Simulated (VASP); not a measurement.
# K (Pm-3m) in VASP: notebook, part 2 of 2

VASP 6.6.1.

### Step 3. Single point, PBEsol

This run uses another cell than the first one, of 76.88 Å³/atom, 1.021 times its volume.

Input file INCAR:

```
SYSTEM = K
  PREC = Accurate
  ENCUT = 520
  EDIFF = 1E-6
  ISMEAR = 1
  SIGMA = 0.1
  LREAL = .False.
  LASPH = .True.
  NELM = 100
  ALGO = Normal
  ISIF = 2
  LWAVE = .False.
  LCHARG = .False.
  GGA = PS
  NBANDS = 10
```

Input file KPOINTS:

```
Automatic mesh
0
Gamma
  7 7 7
  0 0 0
```

Input file POSCAR:

```
K
1.0
    4.2521826830      0.0000000000      0.0000000000
    0.0000000000      4.2521826830      0.0000000000
    0.0000000000      0.0000000000      4.2521826830
K
1
Direct
    0.0000000000      0.0000000000      0.0000000000
```

Potentials or basis: VASP PAW PBE potentials, release 64 (K_sv).

Run with:

```
> cat potpaw_PBE.64/K_sv/POTCAR > POTCAR
> mpirun -np 1 vasp_std > vasp.out
```

OUTCAR:

```text
SYSTEM = K
   PREC = Accurate
   ENCUT = 520
   EDIFF = 1E-6
   ISMEAR = 1
   LREAL = .False.
   LASPH = .True.
   NELM = 100
   ISIF = 2
   GGA = PS

 ion  position               nearest neighbor table
   1  0.000  0.000  0.000-

  LATTYP: Found a simple cubic cell.
 ALAT       =     4.2521826830

  Lattice vectors:

 A1 = (   4.2521826830,   0.0000000000,   0.0000000000)
 A2 = (   0.0000000000,   4.2521826830,   0.0000000000)
 A3 = (   0.0000000000,   0.0000000000,   4.2521826830)

Analysis of symmetry for initial positions (statically):
=====================================================================
 Subroutine PRICEL returns:
 Original cell was already a primitive cell.

 Routine SETGRP: Setting up the symmetry group for a
 simple cubic supercell.

 Subroutine GETGRP returns: Found 48 space group operations
 (whereof 48 operations were pure point group operations)
 out of a pool of 48 trial point group operations.

[... 157 lines left out ...]

 val. band max:       -0.3646332473   @ k =   0.4286   0.1429   0.1429
 cond. band min:      -0.2071105699   @ k =   0.2857   0.2857   0.2857
 fundamental gap:      0.1575226775
 Fermi energy:        -0.2760352741

 k-point     1 :       0.0000    0.0000    0.0000
  band No.  band energies     occupation
      1     -32.4186      2.00000
      2     -15.9161      2.00000
      3     -15.9161      2.00000
      4     -15.9161      2.00000
      5      -2.3386      2.00000
      6       2.6580      0.00000
      7       2.6580      0.00000
      8       6.0183      0.00000
      9       6.0189      0.00000
     10       6.0195      0.00000
[... 235 lines left out ...]
 k-point    20 :       0.4286    0.4286    0.4286
  band No.  band energies     occupation
      1     -32.4045      2.00000
      2     -15.9864      2.00000
      3     -15.9858      2.00000
      4     -15.9858      2.00000
      5       1.6268     -0.00000
      6       2.1244      0.00000
      7       2.1244      0.00000
      8       3.7917      0.00000
      9       4.1236      0.00000
     10       4.1236      0.00000

------------------------ aborting loop because EDIFF is reached ----------------------------------------

  FORCE on cell =-STRESS in cart. coord.  units (eV):
  Direction    XX          YY          ZZ          XY          YZ          ZX
  --------------------------------------------------------------------------------------
  -------------------------------------------------------------------------------------
  Total       -0.0189866     -0.0189866     -0.0189866      0.0000000      0.0000000     -0.0000000
  in kB       -0.3956595     -0.3956595     -0.3956595      0.0000000      0.0000000     -0.0000000
  external PRESSURE =      -0.3956595 kB  Pullay stress =       0.0000000 kB

 VOLUME and BASIS-vectors are now :
 -----------------------------------------------------------------------------
  energy-cutoff  :      520.00
  volume of cell :       76.88
      direct lattice vectors                 reciprocal lattice vectors
     4.252182683  0.000000000  0.000000000     0.235173339  0.000000000  0.000000000
     0.000000000  4.252182683  0.000000000     0.000000000  0.235173339  0.000000000
     0.000000000  0.000000000  4.252182683     0.000000000  0.000000000  0.235173339

 POSITION                                       TOTAL-FORCE (eV/Angst)
 -----------------------------------------------------------------------------------
      0.00000      0.00000      0.00000         0.000000      0.000000      0.000000
 -----------------------------------------------------------------------------------
    total drift:                                0.000000      0.000000      0.000000

  FREE ENERGIE OF THE ION-ELECTRON SYSTEM (eV)
  ---------------------------------------------------
  free  energy   TOTEN  =        -1.0286747888 eV

  energy  without entropy=       -1.0293179055  energy(sigma->0) =       -1.02888916
```

OSZICAR:

```text
N       E                     dE             d eps       ncg     rms          rms(c)
DAV:   1     0.484137488930E+02    0.48414E+02   -0.35029E+03   400   0.681E+02
DAV:   2     0.659037942793E+00   -0.47755E+02   -0.46930E+02   434   0.192E+02
DAV:   3    -0.978976766232E+00   -0.16380E+01   -0.16355E+01   620   0.293E+01
DAV:   4    -0.103257519540E+01   -0.53598E-01   -0.53584E-01   580   0.449E+00
DAV:   5    -0.103339090313E+01   -0.81571E-03   -0.81561E-03   620   0.393E-01    0.178E+00
DAV:   6    -0.103018082537E+01    0.32101E-02   -0.39232E-03   550   0.439E-01    0.117E+00
DAV:   7    -0.102867118914E+01    0.15096E-02   -0.80783E-03   534   0.552E-01    0.104E-01
DAV:   8    -0.102867504047E+01   -0.38513E-05   -0.98767E-04   596   0.306E-01    0.377E-02
DAV:   9    -0.102867835714E+01   -0.33167E-05   -0.28443E-05   542   0.484E-02    0.204E-02
DAV:  10    -0.102867517885E+01    0.31783E-05   -0.90371E-06   556   0.248E-02    0.507E-03
DAV:  11    -0.102867478880E+01    0.39005E-06   -0.33374E-07   314   0.435E-03
   1 F= -.10286748E+01 E0= -.10288892E+01  d E =0.643117E-03
```

stdout:

```text
POSCAR found type information on POSCAR K
 POSCAR found :  1 types and       1 ions
 scaLAPACK will be used
 -----------------------------------------------------------------------------
|                                                                             |
|                                                                             |
|     You enforced a specific xc type in the INCAR file but a different       |
|     I HOPE YOU KNOW WHAT YOU ARE DOING!                                     |
|                                                                             |
 -----------------------------------------------------------------------------

 LDA part: xc-table for (Slater+PW92), standard interpolation
 POSCAR, INCAR and KPOINTS ok, starting setup
 FFT: planning ... GRIDC
 FFT: planning ... GRID_SOFT
 FFT: planning ... GRID
 WAVECAR not read
 entering main loop
```

Run time: 7.3 s. Hardware: 1 thread of Intel Xeon Platinum 8488C (Sapphire Rapids), shared host; peak memory 0.17 GiB.

Results:

| Item | Value |
| --- | --- |
| Free energy | -1.0287 eV |
| Pressure | 0.0 GPa |

Levels at points of the mesh, in eV from the Fermi level:
```tsv
k point	band 2	band 3	band 4	band 5	band 6	band 7	band 8	band 9
(0.00, 0.00, 0.00)	-15.64	-15.64	-15.64	-2.06	2.93	2.93	6.29	6.29
```

Caveat: the PAW data sets were made with another functional, which shifts forces and pressure a little.

### Step 4. Single point, PBEsol

This run uses another cell than the first one, of 78.49 Å³/atom, 1.043 times its volume.

Input file INCAR:

```
SYSTEM = K
PREC = Accurate
ENCUT = 520
EDIFF = 1E-6
ISMEAR = 1
SIGMA = 0.1
LREAL = .FALSE.
LASPH = .TRUE.
NELM = 100
ALGO = Normal
ISIF = 2
LWAVE = .FALSE.
LCHARG = .FALSE.
GGA = PS
NBANDS = 10
```

Input file KPOINTS:

```
regular mesh
0
G
  7 7 7
  0 0 0
```

Input file POSCAR:

```
K
1.0
    4.2815090075      0.0000000000      0.0000000000
    0.0000000000      4.2815090075      0.0000000000
    0.0000000000      0.0000000000      4.2815090075
K
1
Direct
    0.0000000000      0.0000000000      0.0000000000
```

Potentials or basis: VASP PAW PBE potentials, release 64 (K_sv).

Run with:

```
> cat potpaw_PBE.64/K_sv/POTCAR > POTCAR
> mpirun -np 1 vasp_std > vasp.out
```

OUTCAR:

```text
SYSTEM = K
   PREC = Accurate
   ENCUT = 520
   EDIFF = 1E-6
   ISMEAR = 1
   LREAL = .FALSE.
   LASPH = .TRUE.
   NELM = 100
   ISIF = 2
   GGA = PS

 ion  position               nearest neighbor table
   1  0.000  0.000  0.000-

  LATTYP: Found a simple cubic cell.
 ALAT       =     4.2815090075

  Lattice vectors:

[... 432 lines left out ...]
      5       1.5843     -0.00000
      6       2.0817      0.00000
      7       2.0817      0.00000
      8       3.6824      0.00000
      9       4.0117      0.00000
     10       4.0117      0.00000

------------------------ aborting loop because EDIFF is reached ----------------------------------------

  FORCE on cell =-STRESS in cart. coord.  units (eV):
  Direction    XX          YY          ZZ          XY          YZ          ZX
  --------------------------------------------------------------------------------------
  -------------------------------------------------------------------------------------
  Total       -0.0470367     -0.0470367     -0.0470367     -0.0000000      0.0000000      0.0000000
  in kB       -0.9601899     -0.9601899     -0.9601899     -0.0000000      0.0000000      0.0000000
  external PRESSURE =      -0.9601899 kB  Pullay stress =       0.0000000 kB

 VOLUME and BASIS-vectors are now :
 -----------------------------------------------------------------------------
  energy-cutoff  :      520.00
  volume of cell :       78.49
      direct lattice vectors                 reciprocal lattice vectors
     4.281509008  0.000000000  0.000000000     0.233562512  0.000000000  0.000000000
     0.000000000  4.281509008  0.000000000     0.000000000  0.233562512  0.000000000
     0.000000000  0.000000000  4.281509008     0.000000000  0.000000000  0.233562512

 POSITION                                       TOTAL-FORCE (eV/Angst)
 -----------------------------------------------------------------------------------
      0.00000      0.00000      0.00000         0.000000      0.000000      0.000000
 -----------------------------------------------------------------------------------
    total drift:                                0.000000      0.000000      0.000000

  FREE ENERGIE OF THE ION-ELECTRON SYSTEM (eV)
  ---------------------------------------------------
  free  energy   TOTEN  =        -1.0281298734 eV

  energy  without entropy=       -1.0287811501  energy(sigma->0) =       -1.02834697
```

OSZICAR:

```text
N       E                     dE             d eps       ncg     rms          rms(c)
DAV:   1     0.498094905854E+02    0.49809E+02   -0.35129E+03   400   0.674E+02
DAV:   2     0.597740383538E+00   -0.49212E+02   -0.48472E+02   432   0.195E+02
DAV:   3    -0.972053984001E+00   -0.15698E+01   -0.15675E+01   584   0.292E+01
DAV:   4    -0.102844780412E+01   -0.56394E-01   -0.56402E-01   536   0.503E+00
DAV:   5    -0.103259877906E+01   -0.41510E-02   -0.41509E-02   646   0.787E-01    0.172E+00
DAV:   6    -0.102958222503E+01    0.30166E-02   -0.39118E-03   574   0.440E-01    0.114E+00
DAV:   7    -0.102811669732E+01    0.14655E-02   -0.73683E-03   512   0.533E-01    0.977E-02
DAV:   8    -0.102812774853E+01   -0.11051E-04   -0.86113E-04   612   0.273E-01    0.435E-02
DAV:   9    -0.102813653201E+01   -0.87835E-05   -0.29155E-05   614   0.526E-02    0.214E-02
DAV:  10    -0.102813027562E+01    0.62564E-05   -0.22779E-05   506   0.352E-02    0.617E-03
DAV:  11    -0.102812987342E+01    0.40219E-06   -0.75642E-07   460   0.621E-03
   1 F= -.10281299E+01 E0= -.10283470E+01  d E =0.651277E-03
```

Wall time 7.3 s (1 thread of Intel Xeon Platinum 8488C (Sapphire Rapids), shared host); peak memory 0.16 GiB.

What came out:

```
Free energy : -1.0281 eV
Pressure    : -0.1 GPa
```

Caveat: the PAW data sets were made with another functional, which shifts forces and pressure a little.

### Step 5. Single point, PBEsol

This run uses another cell than the first one, of 80.09 Å³/atom, 1.064 times its volume.

Input file INCAR:

```
SYSTEM = K
PREC = Accurate
ENCUT = 520
EDIFF = 1E-6
ISMEAR = 1
SIGMA = 0.1
LREAL = .False.
LASPH = .True.
NELM = 60
ALGO = Normal
ISIF = 2
LWAVE = .False.
LCHARG = .False.
GGA = PS
NBANDS = 10
```

Input file KPOINTS:

```
Automatic mesh
0
Gamma
  7 7 7
  0 0 0
```

Input file POSCAR:

```
K
1.0
    4.3104390000      0.0000000000      0.0000000000
    0.0000000000      4.3104390000      0.0000000000
    0.0000000000      0.0000000000      4.3104390000
K
1
Direct
    0.0000000000      0.0000000000      0.0000000000
```

Run with:

```
> cat potpaw_PBE.64/K_sv/POTCAR > POTCAR
> mpirun -np 1 vasp_std > vasp.out
```

Run time: 7.5 s. Hardware: 1 thread of Intel Xeon Platinum 8488C (Sapphire Rapids), shared host; peak memory 0.17 GiB.

The run converged. Its results:

```
Free energy : -1.0270 eV
Pressure    : -0.1 GPa
```

Levels at points of the mesh, in eV from the Fermi level:
| k point | band 2 | band 3 | band 4 | band 5 | band 6 | band 7 | band 8 | band 9 |
| --- | --- | --- | --- | --- | --- | --- | --- | --- |
| (0.00, 0.00, 0.00) | -15.66 | -15.66 | -15.66 | -2.01 | 2.93 | 2.93 | 6.20 | 6.20 |

Caveat: the PAW data sets were made with another functional, which shifts forces and pressure a little.

### Step 6. The runs side by side

```csv
cell,gap on the mesh (eV),pressure (GPa)
"a = 4.222 Å, 1 atom",none,0.0
"a = 4.252 Å, 1 atom",none,0.0
"a = 4.282 Å, 1 atom",none,-0.1
"a = 4.310 Å, 1 atom",none,-0.1
```

Alike in all rows: task single point; level PBEsol; potentials or basis VASP PAW PBE potentials, release 64 (K_sv); no spin polarisation; k mesh 7 × 7 × 7; cutoff (eV) 520; smearing methfessel-paxton 0.1 eV.

Caveats: the PAW data sets were made with another functional, which shifts forces and pressure a little.

Total energies depend on the potentials used, so only differences within one code and one set of settings carry meaning.
